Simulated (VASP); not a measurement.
# Pd in VASP: a series of runs

The runs below take Pd through single point, with PBE.

Program: VASP 6.6.1. These are calculated values, not measurements. Logs are shortened: lines on timing, memory, paths and dates and some standing lists are left out, and cuts for length are marked.

## Step 1: The cell of the first run

The cell holds a slab with vacuum, 16 atoms: a = 7.780 Å, b = 5.501 Å, c = 16.126 Å, α = 90.00°, β = 90.00°, γ = 90.00°.

## Step 2: Single point, PBE

Input file INCAR:

```
ALGO = Normal
EDIFF = 1E-7
ENCUT = 520
GGA = PE
ISIF = 2
ISMEAR = -1
LASPH = T
LCHARG = F
LREAL = Auto
LWAVE = F
NBANDS = 94
NELM = 80
PREC = Accurate
SIGMA = 0.1
```

Input file KPOINTS:

```
k-points
0
Gamma
  2 2 1
```

Input file POSCAR:

```
Pd
1.0
    7.7800000000      0.0000000000      0.0000000000
    0.0000000000      5.5012910000      0.0000000000
    0.0000000000      0.0000000000     16.1259680000
Pd
16
Direct
    0.2500000000      0.2499958646      0.0620117812
    0.7500000000      0.2499958646      0.0620117812
    0.2500000000      0.7500057714      0.0620117812
    0.7500000000      0.7500057714      0.0620117812
   -0.0250128535     -0.0169960106      0.1458083012
    0.4958997429     -0.0297021190      0.1368538000
   -0.0024293059      0.4841590819      0.1403016551
    0.5148457584      0.4743613817      0.1430363746
    0.2523007712      0.1940271838      0.2295366083
    0.7291131105      0.1839931754      0.2411948232
    0.2354241645      0.7137779114      0.2196767351
    0.7636503856      0.6686975839      0.2462859904
    0.0055526992     -0.0979588246      0.3237325040
    0.4816709512     -0.0539146175      0.3140772697
    0.0291259640      0.3790746572      0.3193916793
    0.4909640103      0.4511304710      0.3210163880
```

Potentials or basis: VASP PAW PBE potentials, release 64 (Pd).

The run is started by

```
$ cat potpaw_PBE.64/Pd/POTCAR > POTCAR
$ mpirun -np 1 vasp_std > vasp.out
```

OUTCAR:

```text
EDIFF = 1E-7
   ENCUT = 520
   GGA = PE
   ISIF = 2
   ISMEAR = -1
   LASPH = T
   LREAL = Auto
   NELM = 80
   PREC = Accurate

 ion  position               nearest neighbor table
   1  0.250  0.250  0.062-   7 2.67   9 2.72   8 2.73   6 2.74   3 2.75   3 2.75   5 2.93
   2  0.750  0.250  0.062-   8 2.56   7 2.64   5 2.65   4 2.75   4 2.75   6 2.78  10 2.92
   3  0.250  0.750  0.062-  11 2.55   6 2.57   1 2.75   1 2.75   7 2.75   5 2.84   8 2.87
   4  0.750  0.750  0.062-   5 2.56   6 2.61   8 2.71   7 2.73   2 2.75   2 2.75  12 3.01
   5  0.975  0.983  0.146-   4 2.56   2 2.65  10 2.69   7 2.75   7 2.76  11 2.78   9 2.80   3 2.84
                            12 2.88  13 2.91   1 2.93
   6  0.496  0.970  0.137-   3 2.57   4 2.61   9 2.71   8 2.73   1 2.74  10 2.74   8 2.78   2 2.78
                            11 2.81  14 2.86  12 3.19
   7  0.998  0.484  0.140-  11 2.58   2 2.64   1 2.67  12 2.70   4 2.73   5 2.75   3 2.75   5 2.76
                             9 2.92  15 2.96  10 3.12
   8  0.515  0.474  0.143-   2 2.56   4 2.71   6 2.73   1 2.73  12 2.77   6 2.78  10 2.80  11 2.83
                             3 2.87  16 2.88   9 2.91
   9  0.252  0.194  0.230-  15 2.48  14 2.63  11 2.65   6 2.71   1 2.72  16 2.76   5 2.80  11 2.87
                             8 2.91   7 2.92  13 2.93
  10  0.729  0.184  0.241-  14 2.61  12 2.68   5 2.69  16 2.69   6 2.74   8 2.80  12 2.85  15 2.86
                             2 2.92  13 2.97   7 3.12
  11  0.235  0.714  0.220-   3 2.55   7 2.58   9 2.65  13 2.66  14 2.76   5 2.78   6 2.81   8 2.83
                             9 2.87  15 2.92  16 2.95
  12  0.764  0.669  0.246-  13 2.60  10 2.68   7 2.70  16 2.72   8 2.77  10 2.85  15 2.86   5 2.88
                            14 2.89   4 3.01   6 3.19
  13  0.006  0.902  0.324-  12 2.60  15 2.63  11 2.66  15 2.88   5 2.91   9 2.93  10 2.97
  14  0.482  0.946  0.314-  10 2.61   9 2.63  16 2.73  11 2.76  16 2.78   6 2.86  12 2.89
  15  0.029  0.379  0.319-   9 2.48  13 2.63  10 2.86  12 2.86  13 2.88  11 2.92   7 2.96
  16  0.491  0.451  0.321-  10 2.69  12 2.72  14 2.73   9 2.76  14 2.78   8 2.88  11 2.95

  LATTYP: Found a simple orthorhombic cell.
 ALAT       =     5.5012910000
 B/A-ratio  =     1.4142135001
 C/A-ratio  =     2.9313061243

  Lattice vectors:

 A1 = (   0.0000000000,  -5.5012910000,   0.0000000000)
 A2 = (   7.7800000000,   0.0000000000,   0.0000000000)
 A3 = (   0.0000000000,   0.0000000000,  16.1259680000)

Analysis of symmetry for initial positions (statically):
=====================================================================
 Subroutine PRICEL returns:
 Original cell was already a primitive cell.

 Routine SETGRP: Setting up the symmetry group for a
 simple orthorhombic supercell.

 Subroutine GETGRP returns: Found  1 space group operations
 (whereof  1 operations were pure point group operations)
 out of a pool of  8 trial point group operations.

The static configuration has the point symmetry C_1 .

[... 133 lines left out ...]
   EFERMI =   0.00;   METHOD = LEGACY
   ISMEAR =    -1;   SIGMA  =   0.10  broadening in eV -4-tet -1-fermi 0-gaus
   EFERMI_NEDOS =   21; number of points for ismear=-14 and -15
   IALGO  =     38    algorithm
   IMIX   =      4    mixing-type and parameters
     AMIX     =   0.40;   BMIX     =  1.00
     AMIX_MAG =   1.60;   BMIX_MAG =  1.00
  volume/ion in A,a.u.               =      43.14       291.10
  Fermi-wavevector in a.u.,A,eV,Ry     =   1.005676  1.900452 13.760722  1.011385
  Thomas-Fermi vector in A             =   2.138371
   LORBIT       =      0    0 simple, 1 ext, 2 COOP (PROOUT), +10 PAW based schemes
   GGA     = PE    functional components
   LHFCALC =     F    Hartree Fock is set to
   AEXX    =    0.0000 exact exchange contribution
   IVDW    =     0    specifies the selected vdW correction
   LEPSILON=     F    determine dielectric tensor
   LRPA    =     F    only Hartree local field effects (RPA)
 non-spin polarized calculation
  energy-cutoff  :      520.00
  volume of cell :      690.19
 maximum number of plane-waves:     18652
 NGX is ok and might be reduce to    60
   NGX = 29   NGY = 21   NGZ = 59

 number of electron     160.0000002 magnetization

 Free energy of the ion-electron system (eV)
  ---------------------------------------------------
  ext. energy  EPLUGINS =         0.00000000
  ---------------------------------------------------
  free energy    TOTEN  =       -75.17905515 eV

  energy without entropy =      -74.13811801  energy(sigma->0) =      -74.65858658

 E-fermi :   0.0728     XC(G=0):  -5.7072

 val. band max:        0.0669792063   @ k =   0.0000   0.5000   0.0000
 cond. band min:       0.0869830468   @ k =   0.5000   0.0000   0.0000
 fundamental gap:      0.0200038405
 Fermi energy:         0.0728284414

 k-point     1 :       0.0000    0.0000    0.0000
  band No.  band energies     occupation
      1      -5.8281      2.00000
      2      -4.7269      2.00000
      3      -4.6817      2.00000
      4      -4.5832      2.00000
      5      -4.5130      2.00000
      6      -4.4622      2.00000
[... 369 lines left out ...]
     91       3.3549      0.00000
     92       3.4170      0.00000
 [bands above 92 left out]

------------------------ aborting loop because EDIFF is reached ----------------------------------------

  FORCE on cell =-STRESS in cart. coord.  units (eV):
  Direction    XX          YY          ZZ          XY          YZ          ZX
  --------------------------------------------------------------------------------------
  -------------------------------------------------------------------------------------
  Total       -1.9924041     -8.2253792      1.5667444      0.4644643      3.4382839     -0.8883880
  in kB       -4.6250668    -19.0939817      3.6369618      1.0781840      7.9814593     -2.0622593
  external PRESSURE =      -6.6940289 kB  Pullay stress =       0.0000000 kB

 VOLUME and BASIS-vectors are now :
 -----------------------------------------------------------------------------
  energy-cutoff  :      520.00
  volume of cell :      690.19
      direct lattice vectors                 reciprocal lattice vectors
     7.780000000  0.000000000  0.000000000     0.128534704  0.000000000  0.000000000
     0.000000000  5.501291000  0.000000000     0.000000000  0.181775514  0.000000000
     0.000000000  0.000000000 16.125968000     0.000000000  0.000000000  0.062011781

 POSITION                                       TOTAL-FORCE (eV/Angst)
 -----------------------------------------------------------------------------------
      1.94500      1.37530      1.00000        -0.097410     -0.120175     -0.051840
      5.83500      1.37530      1.00000         0.067266     -0.283884     -0.365558
      1.94500      4.12600      1.00000        -0.382348     -0.226060     -0.889843
      5.83500      4.12600      1.00000        -0.151853     -0.388061     -0.324398
      7.58540      5.40779      2.35130         1.013452      0.142757      0.383245
      3.85810      5.33789      2.20690         0.610865      0.363451      0.494224
[... 8 lines left out ...]
      0.22660      2.08540      5.15050        -1.049021      1.088906      0.181071
      3.81970      2.48180      5.17670        -0.455886      0.004903     -0.400837
 -----------------------------------------------------------------------------------
    total drift:                               -0.001806      0.002408      0.001938

  FREE ENERGIE OF THE ION-ELECTRON SYSTEM (eV)
  ---------------------------------------------------
  free  energy   TOTEN  =       -75.1790551451 eV

  energy  without entropy=      -74.1381180116  energy(sigma->0) =      -74.65858658
```

stdout:

```text
POSCAR found type information on POSCAR Pd
 POSCAR found :  1 types and      16 ions
 scaLAPACK will be used
 LDA part: xc-table for (Slater+PW92), standard interpolation
 POSCAR, INCAR and KPOINTS ok, starting setup
 FFT: planning ... GRIDC
 FFT: planning ... GRID_SOFT
 FFT: planning ... GRID
 WAVECAR not read
 entering main loop
```

It took 9.7 min on 1 thread of Intel Xeon 6975P-C (Granite Rapids), shared host; peak memory 0.66 GiB.

Results:

```yaml
Free_energy: -75.1791 eV
Largest_force: 1.607 eV/Å
Band_gap_on_the_k_mesh: zero (bands 80 and 81 overlap by 0.25 eV)
```

Forces in eV/Å, atoms in the order of the input:
```
Pd  -0.097 -0.120 -0.052
Pd   0.067 -0.284 -0.366
Pd  -0.382 -0.226 -0.890
Pd  -0.152 -0.388 -0.324
Pd   1.013  0.143  0.383
Pd   0.611  0.363  0.494
Pd  -0.398 -0.518  0.165
Pd  -0.809  0.236  0.483
Pd   0.218  0.396 -0.728
Pd   0.987 -0.010 -0.033
Pd   0.732 -0.647  1.276
Pd  -0.582  0.559 -0.239
Pd   0.242 -0.068 -0.167
Pd   0.055 -0.530  0.216
Pd  -1.049  1.089  0.181
Pd  -0.456  0.005 -0.401
```

Caveat: the k points lie up to 0.57 Å⁻¹ apart; there is no dipole correction, which matters where the two faces differ.

## Step 3: Single point, PBE

Input file INCAR:

```
ALGO = Normal
EDIFF = 1E-6
ENCUT = 520
GGA = PE
ISIF = 2
ISMEAR = -1
LASPH = T
LCHARG = T
LELF = T
LREAL = Auto
LVHAR = T
LWAVE = F
NBANDS = 94
NELM = 60
PREC = Accurate
SIGMA = 0.1
```

KPOINTS is that of step 2.

Input file POSCAR:

```
Pd
1.0
    7.7800000000      0.0000000000      0.0000000000
    0.0000000000      5.5012910000      0.0000000000
    0.0000000000      0.0000000000     16.1259680000
Pd
16
Direct
    0.2500000000      0.2499958646      0.0620117812
    0.7500000000      0.2499958646      0.0620117812
    0.2500000000      0.7500057714      0.0620117812
    0.7500000000      0.7500057714      0.0620117812
   -0.0155141388     -0.0419901438      0.1468563003
    0.4895629820     -0.0779816956      0.1462485849
   -0.0487532134      0.4522211241      0.1756669739
    0.4879177378      0.4448410382      0.1479849148
    0.2303856041      0.1748862222      0.2262871909
    0.7345886889      0.1661973526      0.2470983447
    0.2267994859      0.6814582250      0.2493989818
    0.6864652956      0.6176550195      0.2573798981
    0.0266580977     -0.0639304483      0.3272485720
    0.4505012853     -0.1110830167      0.3301011139
   -0.0278406170      0.4739614756      0.3293321678
    0.4498971722      0.3525536097      0.3366123510
```

Potentials or basis: VASP PAW PBE potentials, release 64 (Pd).

The run is started by

```
$ cat potpaw_PBE.64/Pd/POTCAR > POTCAR
$ mpirun -np 1 vasp_std > vasp.out
```

It took 6.9 min on 1 thread of Intel Xeon 6975P-C (Granite Rapids), shared host; peak memory 0.67 GiB.

The run converged. Its results:

```yaml
Free_energy: -73.5609 eV
Largest_force: 2.614 eV/Å
Band_gap_on_the_k_mesh: zero (bands 80 and 81 overlap by 0.20 eV)
```

Forces in eV/Å, atoms in the order of the input:
```
Pd  -0.762 -0.286 -0.063
Pd  -0.167 -0.286  0.247
Pd  -0.906 -0.571  0.033
Pd  -0.263 -0.548  0.172
Pd   0.071 -0.258  0.270
Pd   0.671  1.324  0.888
Pd   1.136  0.535 -2.096
Pd  -0.026 -0.422  0.050
Pd   0.380  0.464  0.202
Pd  -0.701 -1.963  0.269
Pd   0.649 -1.429 -2.091
Pd   0.367  2.317  0.179
Pd  -1.473  1.459  0.644
Pd   0.770  0.044  0.380
Pd   0.285 -1.197  1.208
Pd  -0.030  0.818 -0.293
```

Levels at points of the mesh, in eV from the Fermi level:
```csv
k point,band 76,band 77,band 78,band 79,band 80,band 81,band 82,band 83,band 84,band 85
"(0.00, 0.00, 0.00)",-0.13,-0.05,-0.03,0.00,0.03,0.08,0.15,0.22,0.29,0.89
"(0.50, 0.00, 0.00)",-0.23,-0.11,-0.06,-0.04,0.03,0.06,0.07,0.11,0.24,1.33
"(0.00, 0.50, 0.00)",-0.38,-0.28,-0.25,-0.16,-0.09,-0.07,-0.03,0.20,0.25,0.95
"(0.50, 0.50, 0.00)",-0.31,-0.31,-0.27,-0.26,-0.22,-0.17,-0.12,-0.10,0.08,0.75
```

Caveat: the k points lie up to 0.57 Å⁻¹ apart; there is no dipole correction, which matters where the two faces differ.

The gap in the log of VASP goes by the Fermi energy; the results here count the filled bands.